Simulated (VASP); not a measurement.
HgF3: single point with r2SCAN

The system is HgF3.

```
Hg F
1.0
     0.00000    2.86317    2.86317
     2.86317    0.00000    2.86317
     2.86317    2.86317    0.00000
Hg F
1 3
Direct
  0.01258 0.00023 0.99157
  0.49936 0.49453 0.51040
  0.76276 0.73570 0.73769
  0.26368 0.24874 0.23771
```

```json
{"Program": "VASP 6.6.1", "Task": "single point", "Functional": "r2SCAN", "Potentials or basis": "VASP PAW PBE potentials, release 64 (Hg, F)", "Cutoff": "520 eV", "k mesh": "7 × 7 × 7", "Occupations": "gaussian, width 0.1 eV", "Spin": "no spin polarisation", "Dipole correction": "no", "Further INCAR settings": "ALGO = Normal; EDIFF = 1e-06; NBANDS = 24"}
```

```
Pressure               : -4.3 GPa
Largest force          : 0.196 eV/Å
Band gap on the k mesh : zero (an odd number of electrons rules out a gap without spin polarisation)
```

Forces on the atoms (eV/Å):
```
Hg  -0.111 -0.021 -0.028
F   -0.175 -0.067  0.058
F    0.177  0.031  0.031
F    0.110  0.057 -0.061
```

Stress tensor (GPa, compression positive):
```
-4.47  0.25  0.01
 0.25 -4.28  0.23
 0.01  0.23 -4.28
```

Levels at points of the mesh, in eV from the Fermi level:
| k point | band 13 | band 14 | band 15 | band 16 | band 17 | band 18 | band 19 | band 20 | band 21 | band 22 |
| --- | --- | --- | --- | --- | --- | --- | --- | --- | --- | --- |
| (0.00, 0.00, 0.00) | -0.68 | -0.63 | -0.55 | -0.49 | -0.46 | 1.93 | 13.58 | 13.66 | 13.75 | 19.36 |

It took 18 min on 1 thread of Intel Xeon 8259CL, with other jobs on the host, peak memory 0.3 GiB.

Caveat: the cell stands under tension; the PAW data sets were made with another functional, which shifts forces and pressure a little; spin-orbit coupling is left out, which moves the levels of the heavy elements; an odd number of electrons without spin polarisation forces a metal; a magnetic or distorted state may lie lower.
